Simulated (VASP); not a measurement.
Set up this calculation in VASP 6.6.1, as the native input.

```
Task                               : single point
Functional                         : PBE-based screened hybrid with 15 % exact exchange
Potentials or basis                : VASP PAW PBE potentials, release 64 (Li_sv, S)
Cutoff                             : 650 eV
k mesh                             : 4 × 4 × 4
Occupations                        : gaussian, width 0.05 eV
Spin                               : no spin polarisation
Dipole correction                  : no
Grid for exact exchange (PRECFOCK) : Normal
Share of exact exchange            : 0.15
Further INCAR settings             : ALGO = Normal; EDIFF = 1e-06; NBANDS = 13
Screening parameter                : 0.1 1/Å
```

Li2S:

```xyz
3
Lattice="0.0000 2.8540 2.8540 2.8540 0.0000 2.8540 2.8540 2.8540 0.0000" Properties=species:S:1:pos:R:3 pbc="T T T"
Li    1.4270    1.4270    1.4270
Li    4.2810    4.2810    4.2810
S     0.0000    0.0000    0.0000
```

These files were run (other wordings do the same):

POSCAR

```
Li2S
1.0
    0.0000000000      2.8540007422      2.8540007422
    2.8540007422      0.0000000000      2.8540007422
    2.8540007422      2.8540007422      0.0000000000
Li S
2 1
Direct
    0.2500000000      0.2500000000      0.2500000000
    0.7500000000      0.7500000000      0.7500000000
    0.0000000000      0.0000000000      0.0000000000
```

INCAR.step1

```
PREC = Accurate ; ENCUT = 650
EDIFF = 1E-5 ; ISMEAR = 0
SIGMA = 0.05 ; LREAL = F
LASPH = T ; NELM = 120
ALGO = Normal ; ISIF = 2
LWAVE = T ; NBANDS = 13
GGA = PE ; GGA_COMPAT = F
```

INCAR.step2

```
PREC = Accurate ; ENCUT = 650
EDIFF = 1E-6 ; ISMEAR = 0
SIGMA = 0.05 ; LREAL = F
LASPH = T ; NELM = 120
ALGO = Normal ; ISIF = 2
LWAVE = F ; LCHARG = T
GGA = PE ; LHFCALC = T
AEXX = 0.15 ; HFSCREEN = 0.1
PRECFOCK = Normal ; LELF = T
LVHAR = T ; NBANDS = 13
ISTART = 1 ; GGA_COMPAT = F
```

KPOINTS

```
regular mesh
0
Gamma
  4 4 4
```

Potentials or basis: VASP PAW PBE potentials, release 64 (Li_sv, S).

Command:

```sh
$ cat potpaw_PBE.64/Li_sv/POTCAR potpaw_PBE.64/S/POTCAR > POTCAR
$ cp INCAR.step1 INCAR
$ mpirun -np 1 vasp_std > vasp.out
$ cp INCAR.step2 INCAR
$ mpirun -np 1 vasp_std > vasp.out
```

It gave:

```yaml
Pressure: -0.7 GPa
Band_gap_on_the_k_mesh: 4.15 eV (least direct gap 5.07 eV)
```

Caveat: the k points lie up to 0.48 Å⁻¹ apart; the PAW data sets were made with another functional, which shifts forces and pressure a little.

Run time: 3.7 min on 1 thread of AMD EPYC 7R43 64-Core Processor (Zen 3), with other jobs on the host, peak memory 0.27 GiB.
